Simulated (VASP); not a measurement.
A run of VASP 6.6.1:

Contents of INCAR:

```
  PREC = Accurate
  ENCUT = 520
  EDIFF = 1E-6
  ISMEAR = 0
  SIGMA = 0.01
  LREAL = F
  LASPH = T
  NELM = 80
  ALGO = Normal
  ISIF = 2
  LWAVE = F
  LCHARG = T
  LELF = T
  LVHAR = T
  NBANDS = 16
```

KPOINTS

```
Automatic mesh
0
Gamma
  8 8 8
```

The input POSCAR:

```
GaAs
1.0
    2.7874397765      2.7874397765      0.0000000000
   -2.7874397765      2.7874397765      0.0000000000
    0.0000000000      2.7874397765      2.8131560868
Ga As
1 1
Direct
    0.0000000000      0.0000000000      0.0000000000
    0.7500000000      0.2500000000      0.5000000000
```

Potentials or basis: VASP PAW LDA potentials, release 64 (Ga_d, As).

Run with:

```sh
$ cat potpaw_LDA.64/Ga_d/POTCAR potpaw_LDA.64/As/POTCAR > POTCAR
$ mpirun -np 1 vasp_std > vasp.out
```

Hardware: 1 thread of AMD EPYC 9R45 96-Core Processor (Zen 5), with other jobs on the host.

Task: How long does it take, and how much memory?

Result: Run time: 24 s on 1 thread of AMD EPYC 9R45 96-Core Processor (Zen 5) (shared host), peak memory 0.15 GiB. Counts: scf iterations 12, k points 59.
